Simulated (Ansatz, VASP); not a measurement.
**TePt in VASP and in Ansatz**

The input INCAR:

```
SYSTEM = TePt
PREC = Accurate
ENCUT = 520
EDIFF = 1E-7
ISMEAR = 0
SIGMA = 0.15
LREAL = .False.
LASPH = .True.
NELM = 100
ALGO = Normal
ISIF = 2
LWAVE = .False.
LCHARG = .False.
GGA = PS
NBANDS = 24
```

KPOINTS

```
Automatic mesh
0
Gamma
  12 12 10
  0 0 0
```

File POSCAR:

```
TePt
1.0
    3.9465598192      0.0000000000      0.0000000000
   -1.9732799096      3.4178210610      0.0000000000
    0.0000000000      0.0000000000      5.6638400000
Te Pt
2 2
Direct
    0.3333333333      0.6666666667      0.2500000000
    0.6666666667      0.3333333333      0.7500000000
    0.0000000000      0.0000000000      0.0000000000
    0.0000000000      0.0000000000      0.5000000000
```

Input for Ansatz:

```yaml
crystal:
  lattice:
    - [3.9465598192, 0.0, 0.0]
    - [-1.9732799096, 3.417821061, 0.0]
    - [0.0, 0.0, 5.66384]
  atoms:
    - { symbol: Te, position: [0.3333333333, 0.6666666667, 0.25] }
    - { symbol: Te, position: [0.6666666667, 0.3333333333, 0.75] }
    - { symbol: Pt, position: [0.0, 0.0, 0.0] }
    - { symbol: Pt, position: [0.0, 0.0, 0.5] }
basis:
  ecutwfc: 420
kpoints:
  mp_grid: { grid: [12, 12, 10] }
hamiltonian:
  xc: pbesol
scf:
  occupations: { method: gaussian, width: 0.15 }
output:
  forces: true
  stress: true
  eigenvalues: true
```

Change from the starting cell: strain -0.040 along x and y, +0.040 along z, atoms carried along.

Alike in both runs: task single point; functional PBEsol; k mesh 12 × 12 × 10; occupations gaussian, width 0.15 eV; no spin polarisation.

```csv
,VASP,Ansatz
version,VASP 6.6.1,Ansatz 0.2.0
potentials or method,"VASP PAW PBE potentials, release 64 (Te, Pt), cutoff 520 eV","scalar-relativistic, plane waves, PAW"
valence electrons in the cell,32,68
```

|  | VASP | Ansatz | Ansatz less VASP |
| --- | --- | --- | --- |
| gap on the k mesh at the Fermi level (eV) | none | none | - |
| pressure (GPa) | 20.5 | 20.5 | +0.01 |
| traceless stress, the component that is largest in VASP (GPa) | -5.66 | -5.63 | +0.026 |

VASP's potentials were made for PBE, not for PBEsol. A gap of «none» marks a metal or a gap that the smearing closes. The functional is the same, so the differences come from potentials, cutoffs and numerics. VASP's potentials hold 32 valence electrons a cell and Ansatz's 68, so a difference there can come from the potentials and not from the codes.

Spin-orbit coupling is off throughout.
